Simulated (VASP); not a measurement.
Runs of VASP 6.6.1 on HfPdSe2. The structure is that of space group P4/mmm (No. 123), or close to it. The cells are those of the table. The cell was generated, and may not be a known phase.

| task | spin | cell | k mesh | cutoff (eV) | gap on the mesh (eV) | pressure (GPa) |
| --- | --- | --- | --- | --- | --- | --- |
| single point | off | a = 4.026, b = 4.026, c = 6.873 Å, 4 atoms | 4 × 4 × 4 | 520 | none | -13.1 |
| single point | off | a = 3.779, b = 3.779, c = 5.750 Å, 4 atoms | 12 × 12 × 8 | 520 | none | (a) |
| single point | off | a = 3.768, b = 3.768, c = 5.841 Å, 4 atoms | 4 × 4 × 4 | 520 | none | -0.4 |
| relaxation of cell and atoms | off | relaxed from a = 3.768, b = 3.768, c = 5.841 Å, 4 atoms | 12 × 12 × 8 | 600 | none | 0.0 |
| single point | collinear | a = 3.768, b = 3.768, c = 5.841 Å, 4 atoms | 4 × 4 × 4 | 520 | none | -0.4 |

Alike in all rows: level PBE; potentials or basis VASP PAW PBE potentials, release 64 (Hf_pv, Pd, Se); smearing gaussian 0.1 eV.

Q: Estimate the missing entries.

A: (a) -0.3.

Caveats: some runs use coarse meshes; spin-orbit coupling is left out, which moves the levels of the heavy elements.

A k mesh can miss the band edges, and the runs leave out spin-orbit coupling on Hf, Pd, Se.

A gap of «none» marks levels without a gap at the run's occupations.
